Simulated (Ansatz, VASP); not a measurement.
## Ag: VASP beside Ansatz

POSCAR

```
Ag
1.0
    0.0000000000      2.0562785400      2.0562785400
    2.0562785400      0.0000000000      2.0562785400
    2.0562785400      2.0562785400      0.0000000000
Ag
1
Direct
    0.0000000000      0.0000000000      0.0000000000
```

File INCAR.step1:

```
ALGO = Normal ; EDIFF = 1E-4
ENCUT = 520 ; GGA = PE
ISMEAR = -1 ; LASPH = T
LCHARG = F ; LREAL = F
LWAVE = T ; NBANDS = 12
NELM = 80 ; PREC = Accurate
SIGMA = 0.05
```

Contents of INCAR.step2:

```
ALGO = Normal ; EDIFF = 1E-6
ENCUT = 520 ; ISIF = 2
ISMEAR = -1 ; ISTART = 1
IVDW = 13 ; LASPH = T
LCHARG = F ; LMIXTAU = T
LREAL = F ; LWAVE = F
METAGGA = R2SCAN ; NBANDS = 12
NELM = 80 ; PREC = Accurate
SIGMA = 0.05 ; VDW_A1 = 0.51559235
VDW_A2 = 5.77342911 ; VDW_S6 = 1.0
VDW_S8 = 0.6018749
```

KPOINTS

```
k-points
0
Gamma
  11 11 11
```

File input.yaml:

```yaml
crystal:
  lattice:
    - [0.0, 2.05627854, 2.05627854]
    - [2.05627854, 0.0, 2.05627854]
    - [2.05627854, 2.05627854, 0.0]
  atoms:
    - { symbol: Ag, position: [0.0, 0.0, 0.0] }
hamiltonian:
  xc: r2scan
  pseudopotentials: { kind: paw }
  dispersion: d4
kpoints:
  mp_grid: { grid: [11, 11, 11] }
scf:
  occupations: { method: fermi_dirac, width: 0.05 }
output:
  forces: true
  stress: true
  eigenvalues: true
  write_density: true
  write_potential: true
  elf: true
  volumetric_format: npy
```

Alike in both runs: task single point; functional r2SCAN; dispersion D4; k mesh 11 × 11 × 11; occupations fermi-dirac, width 0.05 eV; no spin polarisation.

|  | VASP | Ansatz |
| --- | --- | --- |
| version | VASP 6.6.1 | Ansatz 0.2.0 |
| potentials or method | VASP PAW PBE potentials, release 64 (Ag) | Ansatz PAW |
| plane-wave cutoff (eV) | 520 | 500 |
| valence electrons in the cell | 11 | 19 |

|  | VASP | Ansatz | Ansatz less VASP |
| --- | --- | --- | --- |
| gap on the k mesh at the Fermi level (eV) | none | none | - |
| pressure (GPa) | -2.3 | -2.4 | -0.11 |

VASP's potentials were made for PBE, not for r2SCAN. A gap of «none» marks a metal or a gap that the smearing closes. VASP's potentials hold 11 valence electrons a cell and Ansatz's 19, so a difference there can come from the potentials and not from the codes.
